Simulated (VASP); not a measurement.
Write the native input for VASP 6.6.1 that does the following.

| Item | Value |
| --- | --- |
| Task | single point |
| Functional | PBEsol |
| Potentials or basis | VASP PAW PBE potentials, release 64 (Na_pv) |
| Cutoff | 500 eV |
| k mesh | 13 × 13 × 13 |
| Occupations | methfessel-paxton, width 0.05 eV |
| Spin | no spin polarisation |
| Dipole correction | no |
| Further INCAR settings | ALGO = Normal; EDIFF = 1e-06; NBANDS = 10 |

The structure of Na lies in POSCAR:

```
Na
1.0
    0.0000000000      2.2242111863      2.2242111863
    2.2242111863      0.0000000000      2.2242111863
    2.2242111863      2.2242111863      0.0000000000
Na
1
Direct
    0.0000000000      0.0000000000      0.0000000000
```

This isn't the form of Na at room conditions, which is bcc.

These files were run (other wordings do the same):

INCAR

```
ALGO = Normal
EDIFF = 1E-6
ENCUT = 500
GGA = PS
GGA_COMPAT = F
ISIF = 2
ISMEAR = 1
LASPH = T
LCHARG = F
LREAL = F
LWAVE = F
NBANDS = 10
NELM = 120
PREC = Accurate
SIGMA = 0.05
```

KPOINTS

```
k-points
0
Gamma
  13 13 13
```

Potentials or basis: VASP PAW PBE potentials, release 64 (Na_pv).

The run is started by

```console
$ cat potpaw_PBE.64/Na_pv/POTCAR > POTCAR
$ mpirun -np 1 vasp_std > vasp.out
```

It gave:

```yaml
Pressure: 9.9 GPa
Band_gap_on_the_k_mesh: zero (an odd number of electrons rules out a gap without spin polarisation)
```

Caveat: the cell stands under pressure; the PAW data sets were made with another functional, which shifts forces and pressure a little.

Run time: 3.5 s on 1 thread of Intel(R) Xeon(R) 6975P-C (Granite Rapids) (shared host), peak memory 0.14 GiB.
